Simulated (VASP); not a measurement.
A run of VASP 6.6.1 is set up as follows.

The input INCAR:

```
PREC     = Accurate       # precision mode
ENCUT    = 520            # plane-wave cutoff, eV
EDIFF    = 1E-7           # SCF threshold, eV
ISMEAR   = -1             # smearing method
SIGMA    = 0.1            # smearing width, eV
LREAL    = F              # projectors in reciprocal space
LASPH    = T              # aspherical terms in the spheres
NELM     = 100            # most SCF steps
ALGO     = Normal         # electronic algorithm
ISIF     = 2              # what is computed and relaxed
LWAVE    = F              # write WAVECAR
LCHARG   = F              # write CHGCAR
GGA      = PE             # functional
NBANDS   = 8              # bands
```

Contents of KPOINTS:

```
regular mesh
0
Gamma
  12 12 12
```

Contents of POSCAR:

```
Al
1.0
    0.0000000000      1.9834708509      1.9834708509
    1.9834708509      0.0000000000      1.9834708509
    1.9834708509      1.9834708509      0.0000000000
Al
1
Direct
    0.0000000000      0.0000000000      0.0000000000
```

Potentials or basis: VASP PAW PBE potentials, release 64 (Al).

The run is started by

```console
$ cat potpaw_PBE.64/Al/POTCAR > POTCAR
$ mpirun -np 1 vasp_std > vasp.out
```

Task: Predict the pressure.

Result: 5.0 GPa.
